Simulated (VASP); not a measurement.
# Fe (P6_3/mmc) in VASP: single point with PBEsol

Aim: the single point of Fe with PBEsol.

All numbers are computed with VASP 6.6.1; they aren't measurements. Logs are shortened: lines on timing, memory, paths and dates and some standing lists are left out, and cuts for length are marked.

## 1. The cell of the first run

It takes space group P6_3/mmc (No. 194, hexagonal). The conventional cell has a = 2.347 Å, b = 2.347 Å, c = 3.797 Å, α = 90.00°, β = 90.00°, γ = 120.00°. Fe (site symmetry -6m2) has 12 Fe at 2.33 to 2.35 Å within 3.1 Å.

## 2. Single point, PBEsol

INCAR reads:

```
SYSTEM = Fe
  ALGO = Normal
  EDIFF = 1E-6
  ENCUT = 520
  GGA = PS
  ISIF = 2
  ISMEAR = -1
  LASPH = .True.
  LCHARG = .True.
  LELF = .True.
  LREAL = .False.
  LVHAR = .True.
  LWAVE = .False.
  NBANDS = 24
  NELM = 80
  PREC = Accurate
  SIGMA = 0.1
```

KPOINTS reads:

```
k-points
0
Gamma
  13 13 4
  0 0 0
```

POSCAR reads:

```
Fe
1.0
    2.3470000000      0.0000000000      0.0000000000
    1.1735000000      2.0325616227      0.0000000000
    0.0000000000      0.0000000000      7.5940000000
Fe
4
Direct
    0.6666666666      0.6666666667      0.1250000000
    0.6666666666      0.6666666667      0.6250000000
    0.3333333334      0.3333333333      0.3750000000
    0.3333333334      0.3333333333      0.8750000000
```

Potentials or basis: VASP PAW PBE potentials, release 64 (Fe).

Run with:

```
> cat potpaw_PBE.64/Fe/POTCAR > POTCAR
> mpirun -np 1 vasp_std > vasp.out
```

OUTCAR:

```text
SYSTEM = Fe
   EDIFF = 1E-6
   ENCUT = 520
   GGA = PS
   ISIF = 2
   ISMEAR = -1
   LASPH = .True.
   LREAL = .False.
   NELM = 80
   PREC = Accurate

 ion  position               nearest neighbor table
   1  0.667  0.667  0.125-   3 2.33   4 2.33   3 2.33   4 2.33   3 2.33   4 2.33
   2  0.667  0.667  0.625-   3 2.33   4 2.33   3 2.33   4 2.33   3 2.33   4 2.33
   3  0.333  0.333  0.375-   1 2.33   2 2.33   1 2.33   2 2.33   1 2.33   2 2.33
   4  0.333  0.333  0.875-   1 2.33   2 2.33   1 2.33   2 2.33   1 2.33   2 2.33

  LATTYP: Found a hexagonal cell.
 ALAT       =     2.3470000000
 C/A-ratio  =     3.2356199403

  Lattice vectors:

 A1 = (  -1.1735000000,  -2.0325616227,   0.0000000000)
 A2 = (   2.3470000000,   0.0000000000,   0.0000000000)
 A3 = (   0.0000000000,   0.0000000000,   7.5940000000)

Analysis of symmetry for initial positions (statically):
=====================================================================
 Subroutine PRICEL returns following result:

  LATTYP: Found a hexagonal cell.
 ALAT       =     2.3470000000
 C/A-ratio  =     1.6178099702

  Lattice vectors:

 A1 = (  -1.1735000000,  -2.0325616227,   0.0000000000)
 A2 = (   2.3470000000,   0.0000000000,   0.0000000000)
 A3 = (   0.0000000000,   0.0000000000,   3.7970000000)

   2 primitive cells build up your supercell.

 Routine SETGRP: Setting up the symmetry group for a
 hexagonal supercell.

 Subroutine GETGRP returns: Found 24 space group operations
 (whereof 12 operations were pure point group operations)
 out of a pool of 24 trial point group operations.

The static configuration has the point symmetry D_3d.
 The point group associated with its full space group is D_6h.

Analysis of symmetry for dynamics (positions and initial velocities):
=====================================================================
 Subroutine PRICEL returns following result:

  LATTYP: Found a hexagonal cell.
 ALAT       =     2.3470000000
 C/A-ratio  =     1.6178099702

  Lattice vectors:

 A1 = (  -1.1735000000,  -2.0325616227,   0.0000000000)
 A2 = (   2.3470000000,   0.0000000000,   0.0000000000)
 A3 = (   0.0000000000,   0.0000000000,   3.7970000000)

   2 primitive cells build up your supercell.

 Routine SETGRP: Setting up the symmetry group for a
 hexagonal supercell.

 Subroutine GETGRP returns: Found 24 space group operations
 (whereof 12 operations were pure point group operations)
[... 87 lines left out ...]
   total plane-waves  NPLWV =  18144
   dimension x,y,z NGX =    18 NGY =   18 NGZ =   56
   dimension x,y,z NGXF=    36 NGYF=   36 NGZF=  112
   ions per type =               4
   NGX,Y,Z   is equivalent  to a cutoff of  12.75, 12.75, 12.26 a.u.
   NGXF,Y,Z  is equivalent  to a cutoff of  25.50, 25.50, 24.52 a.u.
 SYSTEM =  Fe
   PREC   = accura    normal or accurate (medium, high low for compatibility)
   ISTART =      0    job   : 0-new  1-cont  2-samecut
   ICHARG =      2    charge: 1-file 2-atom 10-const
   ISPIN  =      1    spin polarized calculation?
   LNONCOLLINEAR =      F non collinear calculations
   LSORBIT =      F    spin-orbit coupling
   LASPH  =      T    aspherical Exc in radial PAW
   ENCUT  =  520.0 eV  38.22 Ry    6.18 a.u.   4.36  4.36 14.12*2*pi/ulx,y,z
   NELM   =     80;   NELMIN=  2; NELMDL= -5     # of ELM steps
   EDIFF  = 0.1E-05   stopping-criterion for ELM
   LREAL  =      F    real-space projection
[... 7 lines left out ...]
   TEBEG  =    0.0;   TEEND  =   0.0 temperature during run
   PSTRESS=    0.0 pullay stress
   NELECT =      32.0000    total number of electrons
   NUPDOWN=      -1.0000    fix difference up-down
   EMIN   =  10.00;   EMAX   =-10.00  energy-range for DOS
   EFERMI =   0.00;   METHOD = LEGACY
   ISMEAR =    -1;   SIGMA  =   0.10  broadening in eV -4-tet -1-fermi 0-gaus
   EFERMI_NEDOS =   21; number of points for ismear=-14 and -15
   IALGO  =     38    algorithm
   IMIX   =      4    mixing-type and parameters
     AMIX     =   0.40;   BMIX     =  1.00
     AMIX_MAG =   1.60;   BMIX_MAG =  1.00
  volume/ion in A,a.u.               =       9.06        61.12
  Fermi-wavevector in a.u.,A,eV,Ry     =   1.570781  2.968346 33.570383  2.467354
  Thomas-Fermi vector in A             =   2.672463
   LORBIT       =      0    0 simple, 1 ext, 2 COOP (PROOUT), +10 PAW based schemes
   GGA     = PS    functional components
   LHFCALC =     F    Hartree Fock is set to
   AEXX    =    0.0000 exact exchange contribution
   IVDW    =     0    specifies the selected vdW correction
   LEPSILON=     F    determine dielectric tensor
   LRPA    =     F    only Hartree local field effects (RPA)
 non-spin polarized calculation
  energy-cutoff  :      520.00
  volume of cell :       36.23
 maximum number of plane-waves:      1012
 NGX is ok and might be reduce to    18
   NGX =  9   NGY =  9   NGZ = 29

 number of electron      31.9999987 magnetization

 Free energy of the ion-electron system (eV)
  ---------------------------------------------------
  ext. energy  EPLUGINS =         0.00000000
  ---------------------------------------------------
  free energy    TOTEN  =       -35.52559280 eV

  energy without entropy =      -35.37471686  energy(sigma->0) =      -35.45015483

 E-fermi :   8.1742     XC(G=0): -14.6573

 val. band max:        8.1734057254   @ k =   0.2308   0.0000   0.2500
 cond. band min:       8.1777186057   @ k =   0.4615   0.0769   0.2500
 fundamental gap:      0.0043128803
 Fermi energy:         8.1741541045

 k-point     1 :       0.0000    0.0000    0.0000
  band No.  band energies     occupation
      1      -1.4877      2.00000
      2       1.0545      2.00000
      3       1.0545      2.00000
      4       2.4490      2.00000
      5       5.6032      2.00000
      6       5.6032      2.00000
[... 637 lines left out ...]
     23       9.6172      0.00000
     24      11.5624      0.00000

 [... further k-points ...]
[... 5 lines left out ...]
  --------------------------------------------------------------------------------------
  -------------------------------------------------------------------------------------
  Total        8.0627188      8.0627188      4.9228110      0.0000000      0.0000000     -0.0000000
  in kB      356.5863330    356.5863330    217.7190040      0.0000000      0.0000000     -0.0000000
  external PRESSURE =     310.2972233 kB  Pullay stress =       0.0000000 kB

 VOLUME and BASIS-vectors are now :
 -----------------------------------------------------------------------------
  energy-cutoff  :      520.00
  volume of cell :       36.23
      direct lattice vectors                 reciprocal lattice vectors
     2.347000000  0.000000000  0.000000000     0.426075841 -0.245995002  0.000000000
     1.173500000  2.032561623  0.000000000     0.000000000  0.491990004  0.000000000
     0.000000000  0.000000000  7.594000000     0.000000000  0.000000000  0.131682908

 POSITION                                       TOTAL-FORCE (eV/Angst)
 -----------------------------------------------------------------------------------
      2.34700      1.35504      0.94925        -0.000000     -0.000000     -0.000000
      2.34700      1.35504      4.74625        -0.000000     -0.000000     -0.000000
      1.17350      0.67752      2.84775         0.000000      0.000000      0.000000
      1.17350      0.67752      6.64475         0.000000      0.000000      0.000000
 -----------------------------------------------------------------------------------
    total drift:                                0.000000     -0.000000     -0.000000

  FREE ENERGIE OF THE ION-ELECTRON SYSTEM (eV)
  ---------------------------------------------------
  free  energy   TOTEN  =       -35.5255927986 eV

  energy  without entropy=      -35.3747168630  energy(sigma->0) =      -35.45015483
```

OSZICAR:

```text
N       E                     dE             d eps       ncg     rms          rms(c)
DAV:   1     0.228671028060E+03    0.22867E+03   -0.13775E+04  3048   0.184E+03
DAV:   2    -0.287230339323E+02   -0.25739E+03   -0.23960E+03  3136   0.359E+02
DAV:   3    -0.418078114614E+02   -0.13085E+02   -0.11794E+02  3096   0.117E+02
DAV:   4    -0.420551579966E+02   -0.24735E+00   -0.24211E+00  3136   0.161E+01
DAV:   5    -0.420574679542E+02   -0.23100E-02   -0.23098E-02  3256   0.149E+00    0.298E+01
DAV:   6    -0.358437491582E+02    0.62137E+01   -0.35951E+01  3096   0.901E+01    0.193E+00
DAV:   7    -0.356159558584E+02    0.22779E+00   -0.14646E+00  3240   0.182E+01    0.170E+00
DAV:   8    -0.355540491022E+02    0.61907E-01   -0.10775E-02  3504   0.117E+00    0.860E-01
DAV:   9    -0.355255383386E+02    0.28511E-01   -0.80204E-03  3632   0.813E-01    0.935E-02
DAV:  10    -0.355256044022E+02   -0.66064E-04   -0.57794E-04  3048   0.311E-01    0.287E-02
DAV:  11    -0.355255901975E+02    0.14205E-04   -0.46192E-05  3256   0.102E-01    0.967E-03
DAV:  12    -0.355255922470E+02   -0.20495E-05   -0.11419E-06  1808   0.160E-02    0.362E-03
DAV:  13    -0.355255927986E+02   -0.55161E-06   -0.36441E-07  1584   0.929E-03
   1 F= -.35525593E+02 E0= -.35450155E+02  d E =-.150876E+00
```

Run time: 39 s. Hardware: 1 thread of Intel Xeon 6975P-C, shared host; peak memory 0.17 GiB.

Results:

```
Free energy            : -35.5256 eV
Pressure               : 31.0 GPa
Band gap on the k mesh : zero (band 16 reaches 9.25 eV, above the bottom of band 17 at 7.14 eV)
```

Levels at points of the mesh, in eV from the Fermi level:
```tsv
k point	band 12	band 13	band 14	band 15	band 16	band 17	band 18	band 19	band 20	band 21
(0.00, 0.00, 0.00)	-1.97	-1.97	-1.45	-1.45	-0.88	-0.88	0.24	0.37	0.37	0.37
(0.00, 0.00, 0.50)	-1.69	-1.69	-1.69	-1.40	-1.40	-0.38	-0.38	-0.38	-0.38	0.78
```

Caveat: the PAW data sets were made with another functional, which shifts forces and pressure a little; the run has no spin polarisation, though such a crystal can be magnetic.
